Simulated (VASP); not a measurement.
The system is KScS2.

```xyz
4
Lattice="4.2081 0.0000 0.0000 0.0000 4.2081 0.0000 0.0000 0.0000 5.9511" Properties=species:S:1:pos:R:3 pbc="T T T"
K     0.0000    0.0000    0.0000
S     0.0000    0.0000    2.9756
S     2.1040    2.1040    0.0000
Sc    2.1040    2.1040    2.9756
```

* Program: VASP 6.6.1
* Task: relaxation of cell and atoms
* Functional: PBEsol
* Potentials or basis: VASP PAW PBE potentials, release 64 (K_sv, S, Sc_sv)
* Cutoff: 600 eV
* k mesh: 6 × 6 × 4
* Occupations: fermi-dirac, width 0.03 eV
* Spin: no spin polarisation

At the start: pressure -8.4 GPa; volume 26.35 Å³/atom.

**Question.** How do energy, volume and symmetry change on relaxing?

**Answer.** Over 3 steps the energy falls by 163.9 meV/atom and the volume is 21.54 Å³/atom (-18.2 %); space group P4/mmm (No. 123, to 0.1 Å) before and after.

Step by step:
| step | energy change (eV) | largest force (eV/Å) | pressure (GPa) | volume (Å³) |
| --- | --- | --- | --- | --- |
| 1 | 0.0000 | 0.0000 | -8.40 | 105.38 |
| 2 | -0.6550 | 0.0000 | 0.43 | 85.64 |
| 3 | -0.6558 | 0.0000 | 0.02 | 86.16 |

Final structure:
```
K S Sc
1.0
     3.98451    0.00000    0.00000
     0.00000    3.98451    0.00000
     0.00000    0.00000    5.42664
K S Sc
1 2 1
Cartesian
  0.0000 0.0000 0.0000
  0.0000 0.0000 2.7133
  1.9923 1.9923 0.0000
  1.9923 1.9923 2.7133
```

Caveat: the volume moved by over 15 % at a fixed basis, so the end points are rough; the PAW data sets were made with another functional, which shifts forces and pressure a little.
